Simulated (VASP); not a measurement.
Set up this calculation in VASP 6.6.1, as the native input.

| Item | Value |
| --- | --- |
| Task | single point |
| Functional | PBE |
| Dispersion | D3(BJ) |
| Potentials or basis | VASP PAW PBE potentials, release 64 (Cu_sv_GW, O) |
| Cutoff | 700 eV |
| k mesh | 7 × 7 × 7 |
| Occupations | fermi-dirac, width 0.05 eV |
| Spin | no spin polarisation |
| Dipole correction | no |
| Second run | valence_matched |
| Further INCAR settings | ALGO = Normal; EDIFF = 1e-06; NBANDS = 46 |

The structure of CuO lies in POSCAR:

```
CuO
1.0
    4.1337560406      0.0000000000      0.0000000000
    0.0000000000      4.1337560406      0.0000000000
    0.0000000000      0.0000000000      3.8773838586
Cu O
3 3
Direct
    0.5000000000      0.0000000000      0.5000000000
    0.0000000000      0.5000000000      0.5000000000
    0.0000000000      0.0000000000      0.0000000000
    0.0000000000      0.0000000000      0.5000000000
    0.5000000000      0.0000000000      0.0000000000
    0.0000000000      0.5000000000      0.0000000000
```

One way to write it, as run:

INCAR

```
SYSTEM = CuO
PREC     = Accurate       ! precision mode
ENCUT    = 700            ! plane-wave cutoff, eV
EDIFF    = 1E-6           ! SCF threshold, eV
ISMEAR   = -1             ! smearing method
SIGMA    = 0.05           ! smearing width, eV
LREAL    = .False.        ! projectors in reciprocal space
LASPH    = .True.         ! aspherical terms in the spheres
NELM     = 120            ! most SCF steps
ALGO     = Normal         ! electronic algorithm
ISIF     = 2              ! what is computed and relaxed
LWAVE    = .False.        ! write WAVECAR
LCHARG   = .False.        ! write CHGCAR
GGA      = PE             ! functional
IVDW     = 12             ! dispersion correction
NBANDS   = 46             ! bands
GGA_COMPAT= .False.
```

KPOINTS

```
regular mesh
0
Gamma
  7 7 7
  0 0 0
```

Potentials or basis: VASP PAW PBE potentials, release 64 (Cu_sv_GW, O).

Command:

```console
$ cat potpaw_PBE.64/Cu_sv_GW/POTCAR potpaw_PBE.64/O/POTCAR > POTCAR
$ mpirun -np 1 vasp_std > vasp.out
```

Results of the run:

```
Pressure                   : -3.0 GPa
Dispersion energy per atom : -0.257 eV
```

Caveat: an odd number of electrons without spin polarisation forces a metal; a magnetic or distorted state may lie lower; pairwise dispersion overbinds metals, which lowers pressure and volume.

Run time: 2.8 min on 1 thread of Intel(R) Xeon(R) Platinum 8559C (Emerald Rapids), on a shared host, peak memory 0.32 GiB.
